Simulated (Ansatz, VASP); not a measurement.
## One calculation of NiO, two programs

INCAR

```
SYSTEM = NiO
PREC = Accurate
ENCUT = 520
EDIFF = 1E-6
ISMEAR = -1
SIGMA = 0.03
LREAL = .False.
LASPH = .True.
NELM = 150
ALGO = Normal
ISIF = 2
LWAVE = .False.
LCHARG = .True.
ISPIN = 2
MAGMOM = 0 0.2
LORBIT = 11
LMAXMIX = 4
GGA = PE
LELF = .True.
LVHAR = .True.
NBANDS = 19
```

File KPOINTS:

```
Automatic mesh
0
Gamma
  10 10 10
  0 0 0
```

Contents of POSCAR:

```
NiO
1.0
    0.0000000000      2.0893000000      2.0893000000
    2.0893000000      0.0000000000      2.0893000000
    2.0893000000      2.0893000000      0.0000000000
O Ni
1 1
Direct
    0.5000000000      0.5000000000      0.5000000000
    0.0000000000      0.0000000000      0.0000000000
```

Input for Ansatz:

```yaml
crystal:
  lattice:
    - [0.0, 2.0893, 2.0893]
    - [2.0893, 0.0, 2.0893]
    - [2.0893, 2.0893, 0.0]
  atoms:
    - { symbol: O, position: [0.5, 0.5, 0.5] }
    - { symbol: Ni, position: [0.0, 0.0, 0.0], spin: 0.2 }
magnetization:
  spin_polarized: true
hamiltonian:
  xc: pbe
  pseudopotentials: { kind: paw }
basis:
  ecutwfc: 420
kpoints:
  mp_grid: { grid: [10, 10, 10] }
scf:
  occupations: { method: fermi_dirac, width: 0.03 }
  lower_state_search: "off"
output:
  forces: true
  stress: true
```

Change from the starting cell: parallel moments scaled by 0.1, free total moment.

Alike in both runs: task single point; functional PBE; k mesh 10 × 10 × 10; occupations fermi-dirac, width 0.03 eV; collinear spin.

|  | VASP | Ansatz |
| --- | --- | --- |
| version | VASP 6.6.1 | Ansatz 0.2.0 |
| potentials or method | VASP PAW PBE potentials, release 64 (O, Ni), cutoff 520 eV | PAW, plane waves, scalar-relativistic |
| valence electrons in the cell | 16 | 24 |

|  | VASP | Ansatz | Ansatz less VASP |
| --- | --- | --- | --- |
| pressure (GPa) | -2.9 | -2.9 | 0.00 |
| net moment per atom (μB) | 0.04 | 0.04 | +0.002 |
| size of the moment on the site where the two differ most (μB) | 0.07 | 0.07 | +0.002 |

Site moments also hang on the region over which each program counts them. VASP's potentials hold 16 valence electrons a cell and Ansatz's 24, so a difference there can come from the potentials and not from the codes.
